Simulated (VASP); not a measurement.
Runs of VASP 6.6.1 on PbO (Litharge). The structure is tetragonal, space group P4/nmm (No. 129). Conventional cell: a = 3.980 Å, b = 3.980 Å, c = 5.001 Å, α = 90.00°, β = 90.00°, γ = 90.00°. Within 3.1 Å of Pb (site symmetry 4mm) lie 4 O at 2.32 Å. Within 3.1 Å of O (site symmetry -4m2) lie 4 Pb at 2.32 Å and 4 O at 2.81 Å. 

```csv
level,potentials or basis,k mesh,gap on the mesh (eV),pressure (GPa),largest force (eV/Å)
LDA,"VASP PAW LDA potentials, release 64 (Pb_d, O)",4 × 4 × 4,1.18,-2.0,(b)
PBE,"VASP PAW PBE potentials, release 64 (Pb_d, O)",4 × 4 × 4,1.23,4.6,0.40
PBE,"VASP PAW PBE potentials, release 64 (Pb_d, O)",6 × 6 × 4,1.23,4.6,0.40
r2SCAN,"VASP PAW PBE potentials, release 64 (Pb_d, O)",4 × 4 × 4,(a),1.7,0.09
```

Alike in all rows: task single point; no spin polarisation; cell as given; cutoff (eV) 520; smearing gaussian 0.01 eV.

Q: Estimate the missing entries.

A: (a) 1.53; (b) 0.19.

Caveats: spin-orbit coupling is left out, which moves the levels of the heavy elements; the PAW data sets were made with another functional, which shifts forces and pressure a little (some runs).

A k mesh can miss the band edges, and the runs leave out spin-orbit coupling on Pb.
